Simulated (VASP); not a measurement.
# CsI (Pm-3m) in VASP: single point with PBEsol

Aim: the single point of CsI with PBEsol.

Everything below comes from runs of VASP 6.6.1. Logs are shortened: lines on timing, memory, paths and dates and some standing lists are left out, and cuts for length are marked.

**1. The cell of the first run**

It takes space group Pm-3m (No. 221, cubic). Conventional cell: a = 4.567 Å, b = 4.567 Å, c = 4.567 Å, α = 90.00°, β = 90.00°, γ = 90.00°. Within 5.2 Å of Cs (site symmetry m-3m) lie 8 I at 3.95 Å and 6 Cs at 4.57 Å. Within 5.2 Å of I (site symmetry m-3m) lie 8 Cs at 3.95 Å and 6 I at 4.57 Å.

**2. Single point, PBEsol**

INCAR reads:

```
SYSTEM = CsI
ALGO = Normal
EDIFF = 1E-6
ENCUT = 500
GGA = PS
GGA_COMPAT = .False.
ISIF = 2
ISMEAR = 0
LASPH = .True.
LCHARG = .True.
LELF = .True.
LREAL = .False.
LVHAR = .True.
LWAVE = .False.
NBANDS = 15
NELM = 120
PREC = Accurate
SIGMA = 0.01
```

KPOINTS reads:

```
k-points
0
Gamma
  4 4 4
  0 0 0
```

POSCAR reads:

```
CsI
1.0
    4.5667000000      0.0000000000      0.0000000000
    0.0000000000      4.5667000000      0.0000000000
    0.0000000000      0.0000000000      4.5667000000
Cs I
1 1
Direct
    0.0000000000      0.0000000000      0.0000000000
    0.5000000000      0.5000000000      0.5000000000
```

Potentials or basis: VASP PAW PBE potentials, release 64 (Cs_sv, I).

Launch:

```sh
$ cat potpaw_PBE.64/Cs_sv/POTCAR potpaw_PBE.64/I/POTCAR > POTCAR
$ mpirun -np 1 vasp_std > vasp.out
```

OUTCAR:

```text
SYSTEM = CsI
   EDIFF = 1E-6
   ENCUT = 500
   GGA = PS
   ISIF = 2
   ISMEAR = 0
   LASPH = .True.
   LREAL = .False.
   NELM = 120
   PREC = Accurate

 ion  position               nearest neighbor table
   1  0.000  0.000  0.000-
   2  0.500  0.500  0.500-

  LATTYP: Found a simple cubic cell.
 ALAT       =     4.5667000000

  Lattice vectors:

 A1 = (   4.5667000000,   0.0000000000,   0.0000000000)
 A2 = (   0.0000000000,   4.5667000000,   0.0000000000)
 A3 = (   0.0000000000,   0.0000000000,   4.5667000000)

Analysis of symmetry for initial positions (statically):
=====================================================================
 Subroutine PRICEL returns:
 Original cell was already a primitive cell.

 Routine SETGRP: Setting up the symmetry group for a
 simple cubic supercell.

 Subroutine GETGRP returns: Found 48 space group operations
 (whereof 48 operations were pure point group operations)
 out of a pool of 48 trial point group operations.

The static configuration has the point symmetry O_h .

Analysis of symmetry for dynamics (positions and initial velocities):
=====================================================================
 Subroutine PRICEL returns:
 Original cell was already a primitive cell.

 Routine SETGRP: Setting up the symmetry group for a
 simple cubic supercell.

 Subroutine GETGRP returns: Found 48 space group operations
 (whereof 48 operations were pure point group operations)
 out of a pool of 48 trial point group operations.

The dynamic configuration has the point symmetry O_h .

 Subroutine INISYM returns: Found 48 space group operations
 (whereof 48 operations are pure point group operations),
 and found     1 'primitive' translations

----------------------------------------------------------------------------------------

                                     Primitive cell

  volume of cell :      95.2374

  direct lattice vectors                    reciprocal lattice vectors
     4.566700000  0.000000000  0.000000000     0.218976504  0.000000000  0.000000000
     0.000000000  4.566700000  0.000000000     0.000000000  0.218976504  0.000000000
     0.000000000  0.000000000  4.566700000     0.000000000  0.000000000  0.218976504

  length of vectors
     4.566700000  4.566700000  4.566700000     0.218976504  0.218976504  0.218976504

  position of ions in fractional coordinates (direct lattice)
     0.000000000  0.000000000  0.000000000
     0.500000000  0.500000000  0.500000000

  ion indices of the primitive-cell ions
   primitive index   ion index
                 1           1
                 2           2

----------------------------------------------------------------------------------------

 KPOINTS: k-points

Automatic generation of k-mesh.
 Grid dimensions read from file:
 generate k-points for:    4    4    4

 Generating k-lattice:

  Cartesian coordinates                     Fractional coordinates (reciprocal lattice)
     0.054744126  0.000000000  0.000000000     0.250000000  0.000000000  0.000000000
     0.000000000  0.054744126  0.000000000     0.000000000  0.250000000  0.000000000
     0.000000000  0.000000000  0.054744126     0.000000000  0.000000000  0.250000000

  Length of vectors
     0.054744126  0.054744126  0.054744126

  Shift w.r.t. Gamma in fractional coordinates (k-lattice)
     0.000000000  0.000000000  0.000000000

 Subroutine IBZKPT returns following result:
 ===========================================

 Found     10 irreducible k-points:

 Following reciprocal coordinates:
            Coordinates               Weight
  0.000000  0.000000  0.000000      1.000000
  0.250000  0.000000  0.000000      6.000000
  0.500000  0.000000  0.000000      3.000000
  0.250000  0.250000  0.000000     12.000000
  0.500000  0.250000  0.000000     12.000000
  0.500000  0.500000  0.000000      3.000000
  0.250000  0.250000  0.250000      8.000000
  0.500000  0.250000  0.250000     12.000000
  0.500000  0.500000  0.250000      6.000000
  0.500000  0.500000  0.500000      1.000000
   k-points           NKPTS =     10   k-points in BZ     NKDIM =     10   number of bands    NBANDS=     15
   number of dos      NEDOS =    301   number of ions     NIONS =      2
   total plane-waves  NPLWV =  46656
   dimension x,y,z NGX =    36 NGY =   36 NGZ =   36
   dimension x,y,z NGXF=    72 NGYF=   72 NGZF=   72
   ions per type =               1   1
   NGX,Y,Z   is equivalent  to a cutoff of  13.11, 13.11, 13.11 a.u.
   NGXF,Y,Z  is equivalent  to a cutoff of  26.21, 26.21, 26.21 a.u.
 SYSTEM =  CsI
   PREC   = accura    normal or accurate (medium, high low for compatibility)
   ISTART =      0    job   : 0-new  1-cont  2-samecut
   ICHARG =      2    charge: 1-file 2-atom 10-const
   ISPIN  =      1    spin polarized calculation?
   LNONCOLLINEAR =      F non collinear calculations
   LSORBIT =      F    spin-orbit coupling
   LASPH  =      T    aspherical Exc in radial PAW
   ENCUT  =  500.0 eV  36.75 Ry    6.06 a.u.   8.33  8.33  8.33*2*pi/ulx,y,z
   NELM   =    120;   NELMIN=  2; NELMDL= -5     # of ELM steps
   EDIFF  = 0.1E-05   stopping-criterion for ELM
   LREAL  =      F    real-space projection
   EDIFFG = 0.1E-04   stopping-criterion for IOM
   NSW    =      0    number of steps for IOM
   IBRION =     -1    ionic relax: 0-MD 1-quasi-New 2-CG
   NFREE  =      0    steps in history (QN), initial steepest desc. (CG)
   ISIF   =      2    stress and relaxation
   ISYM   =      2    0-nonsym 1-usesym 2-fastsym
   POTIM  = 0.5000    time-step for ionic-motion
   TEBEG  =    0.0;   TEEND  =   0.0 temperature during run
   PSTRESS=    0.0 pullay stress
   NELECT =      16.0000    total number of electrons
   NUPDOWN=      -1.0000    fix difference up-down
   EMIN   =  10.00;   EMAX   =-10.00  energy-range for DOS
   EFERMI =   0.00;   METHOD = LEGACY
   ISMEAR =     0;   SIGMA  =   0.01  broadening in eV -4-tet -1-fermi 0-gaus
   EFERMI_NEDOS =   21; number of points for ismear=-14 and -15
   IALGO  =     38    algorithm
   IMIX   =      4    mixing-type and parameters
     AMIX     =   0.40;   BMIX     =  1.00
     AMIX_MAG =   1.60;   BMIX_MAG =  1.00
  volume/ion in A,a.u.               =      47.62       321.35
  Fermi-wavevector in a.u.,A,eV,Ry     =   0.903328  1.707043 11.102385  0.816002
  Thomas-Fermi vector in A             =   2.026641
   LORBIT       =      0    0 simple, 1 ext, 2 COOP (PROOUT), +10 PAW based schemes
   GGA     = PS    functional components
   LHFCALC =     F    Hartree Fock is set to
   AEXX    =    0.0000 exact exchange contribution
   IVDW    =     0    specifies the selected vdW correction
   LEPSILON=     F    determine dielectric tensor
   LRPA    =     F    only Hartree local field effects (RPA)
 non-spin polarized calculation
 Gauss-broadening in eV      SIGMA  =   0.01
  energy-cutoff  :      500.00
  volume of cell :       95.24
 maximum number of plane-waves:      2469
 NGX is ok and might be reduce to    36
   NGX = 17   NGY = 17   NGZ = 17

 number of electron      16.0000003 magnetization

 Free energy of the ion-electron system (eV)
  ---------------------------------------------------
  ext. energy  EPLUGINS =         0.00000000
  ---------------------------------------------------
  free energy    TOTEN  =        -5.76740880 eV

  energy without entropy =       -5.76740880  energy(sigma->0) =       -5.76740880

 E-fermi :   0.7498     XC(G=0):  -7.9514

 val. band max:        0.7020348560   @ k =   0.5000   0.5000   0.0000
 cond. band min:       4.4027700585   @ k =   0.0000   0.0000   0.0000
 fundamental gap:      3.7007352025
 Fermi energy:         0.7498245831

 k-point     1 :       0.0000    0.0000    0.0000
  band No.  band energies     occupation
      1     -19.6625      2.00000
      2      -9.9917      2.00000
      3      -6.3451      2.00000
      4      -6.3451      2.00000
      5      -6.3451      2.00000
      6       0.6112      2.00000
      7       0.6112      2.00000
      8       0.6112      2.00000
      9       4.4028      0.00000
     10       4.7786      0.00000
     11       4.7786      0.00000
     12       8.4423      0.00000
     13       8.4423      0.00000
     14       8.4423      0.00000
     15      10.8604      0.00000

 k-point     2 :       0.2500    0.0000    0.0000
  band No.  band energies     occupation
      1     -19.6500      2.00000
      2      -9.9963      2.00000
      3      -6.4251      2.00000
      4      -6.3125      2.00000
      5      -6.3125      2.00000
      6      -0.2678      2.00000
      7       0.5332      2.00000
      8       0.5332      2.00000
      9       5.1487      0.00000
     10       5.5412      0.00000
     11       6.0515      0.00000
     12       8.3274      0.00000
     13       8.3274      0.00000
     14       8.7135      0.00000
     15       8.8513      0.00000

 k-point     3 :       0.5000    0.0000    0.0000
  band No.  band energies     occupation
      1     -19.6373      2.00000
      2     -10.0042      2.00000
      3      -6.4882      2.00000
      4      -6.2792      2.00000
      5      -6.2792      2.00000
      6      -0.9005      2.00000
      7       0.4518      2.00000
      8       0.4518      2.00000
      9       5.8126      0.00000
     10       7.0368      0.00000
     11       7.3412      0.00000
     12       7.4042      0.00000
     13       8.5630      0.00000
     14       8.5630      0.00000
     15       9.0977      0.00000

 k-point     4 :       0.2500    0.2500    0.0000
  band No.  band energies     occupation
      1     -19.6380      2.00000
      2      -9.9557      2.00000
      3      -6.5377      2.00000
      4      -6.3904      2.00000
      5      -6.2859      2.00000
      6      -0.2778      2.00000
      7       0.1369      2.00000
      8       0.5538      2.00000
      9       5.6139      0.00000
     10       5.8075      0.00000
     11       6.7003      0.00000
     12       7.4001      0.00000
     13       8.2695      0.00000
     14       8.6166      0.00000
     15       9.2806      0.00000

 k-point     5 :       0.5000    0.2500    0.0000
  band No.  band energies     occupation
      1     -19.6261      2.00000
      2      -9.9162      2.00000
      3      -6.5987      2.00000
      4      -6.5106      2.00000
      5      -6.2589      2.00000
      6      -0.5439      2.00000
      7       0.1005      2.00000
      8       0.5710      2.00000
      9       5.5476      0.00000
     10       6.1120      0.00000
     11       7.4206      0.00000
     12       7.4738      0.00000
     13       7.5518      0.00000
     14       8.8080      0.00000
     15       9.6512      0.00000

 k-point     6 :       0.5000    0.5000    0.0000
  band No.  band energies     occupation
      1     -19.6147      2.00000
      2      -9.8207      2.00000
      3      -6.7203      2.00000
      4      -6.7203      2.00000
      5      -6.2385      2.00000
      6      -0.1735      2.00000
      7      -0.1735      2.00000
      8       0.7020      2.00000
      9       4.8261      0.00000
     10       5.5119      0.00000
     11       6.7376      0.00000
     12       6.7376      0.00000
     13      10.2310      0.00000
     14      10.2778      0.00000
     15      10.2778      0.00000

 k-point     7 :       0.2500    0.2500    0.2500
  band No.  band energies     occupation
      1     -19.6266      2.00000
      2      -9.9008      2.00000
      3      -6.4925      2.00000
      4      -6.4925      2.00000
      5      -6.4108      2.00000
      6      -0.0463      2.00000
      7      -0.0092      2.00000
      8      -0.0092      2.00000
      9       6.5887      0.00000
     10       6.5887      0.00000
     11       6.7796      0.00000
     12       6.9042      0.00000
     13       7.6456      0.00000
     14       7.6456      0.00000
     15      10.9905      0.00000

 k-point     8 :       0.5000    0.2500    0.2500
  band No.  band energies     occupation
      1     -19.6151      2.00000
      2      -9.8445      2.00000
      3      -6.6271      2.00000
      4      -6.4924      2.00000
      5      -6.4459      2.00000
      6      -0.4596      2.00000
      7      -0.1570      2.00000
      8       0.2072      2.00000
      9       6.1047      0.00000
     10       6.4414      0.00000
     11       6.5740      0.00000
     12       7.9902      0.00000
     13       8.5054      0.00000
     14       8.5616      0.00000
     15      10.5174      0.00000

 k-point     9 :       0.5000    0.5000    0.2500
  band No.  band energies     occupation
      1     -19.6041      2.00000
      2      -9.7685      2.00000
      3      -6.6630      2.00000
      4      -6.6630      2.00000
      5      -6.4270      2.00000
      6      -0.4089      2.00000
      7      -0.4089      2.00000
      8      -0.0656      2.00000
      9       5.9436      0.00000
     10       7.0030      0.00000
     11       7.0528      0.00000
     12       7.0528      0.00000
     13       9.6036      0.00000
     14       9.6036      0.00000
     15      10.4522      0.00000

 k-point    10 :       0.5000    0.5000    0.5000
  band No.  band energies     occupation
      1     -19.5934      2.00000
      2      -9.7145      2.00000
      3      -6.6033      2.00000
      4      -6.6033      2.00000
      5      -6.6033      2.00000
      6      -0.6361      2.00000
      7      -0.6361      2.00000
      8      -0.6361      2.00000
      9       7.7555      0.00000
     10       7.7555      0.00000
     11       7.7555      0.00000
     12       8.5131      0.00000
     13       8.5131      0.00000
     14       8.5131      0.00000
     15      10.5403      0.00000

------------------------ aborting loop because EDIFF is reached ----------------------------------------

  FORCE on cell =-STRESS in cart. coord.  units (eV):
  Direction    XX          YY          ZZ          XY          YZ          ZX
  --------------------------------------------------------------------------------------
  -------------------------------------------------------------------------------------
  Total       -0.2400677     -0.2400677     -0.2400677      0.0000000      0.0000000     -0.0000000
  in kB       -4.0386556     -4.0386556     -4.0386556      0.0000000      0.0000000     -0.0000000
  external PRESSURE =      -4.0386556 kB  Pullay stress =       0.0000000 kB

 VOLUME and BASIS-vectors are now :
 -----------------------------------------------------------------------------
  energy-cutoff  :      500.00
  volume of cell :       95.24
      direct lattice vectors                 reciprocal lattice vectors
     4.566700000  0.000000000  0.000000000     0.218976504  0.000000000  0.000000000
     0.000000000  4.566700000  0.000000000     0.000000000  0.218976504  0.000000000
     0.000000000  0.000000000  4.566700000     0.000000000  0.000000000  0.218976504

 POSITION                                       TOTAL-FORCE (eV/Angst)
 -----------------------------------------------------------------------------------
      0.00000      0.00000      0.00000         0.000000      0.000000      0.000000
      2.28335      2.28335      2.28335         0.000000      0.000000      0.000000
 -----------------------------------------------------------------------------------
    total drift:                               -0.000000      0.000000      0.000000

  FREE ENERGIE OF THE ION-ELECTRON SYSTEM (eV)
  ---------------------------------------------------
  free  energy   TOTEN  =        -5.7674087984 eV

  energy  without entropy=       -5.7674087984  energy(sigma->0) =       -5.76740880
```

Run time: 11 s. Hardware: 1 thread of Intel Xeon Platinum 8375C at 2.90GHz (Ice Lake), shared host; peak memory 0.2 GiB.

What came out:

* Free energy: -5.7674 eV
* Pressure: -0.4 GPa
* Band gap on the k mesh: 3.70 eV (least direct gap 3.79 eV)

Caveat: the PAW data sets were made with another functional, which shifts forces and pressure a little; spin-orbit coupling is left out, which moves the levels of the heavy elements. A k mesh can miss the band edges.
